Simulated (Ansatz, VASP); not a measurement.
## Sn: VASP beside Ansatz

```
CELL_PARAMETERS angstrom
0.00000 3.50525 3.50525
3.50525 0.00000 3.50525
3.50525 3.50525 0.00000
ATOMIC_POSITIONS crystal
Sn 0.50000 0.50000 0.50000
Sn 0.75000 0.75000 0.75000
```

Change from the starting cell: strain +0.080 along x and y, +0.080 along z, atoms carried along.

Alike in both runs: task single point; functional PBEsol; k mesh 12 × 12 × 12; occupations gaussian, width 0.15 eV; no spin polarisation.

```csv
,VASP,Ansatz
version,VASP 6.6.1,Ansatz 0.2.0
potentials or method,"VASP PAW PBE potentials, release 64 (Sn_d), cutoff 520 eV","scalar-relativistic, plane waves, PAW"
valence electrons in the cell,28,28
```

Ansatz gave:

```
gap on the k mesh at the Fermi level (eV) : none
pressure (GPa)                            : -5.2
```

Task: What did VASP give for the same quantities?

Result: gap on the k mesh at the Fermi level (eV): none; pressure (GPa): -5.3.

VASP's potentials were made for PBE, not for PBEsol. A gap of «none» marks a metal or a gap that the smearing closes. The functional is the same, so the differences come from potentials, cutoffs and numerics.
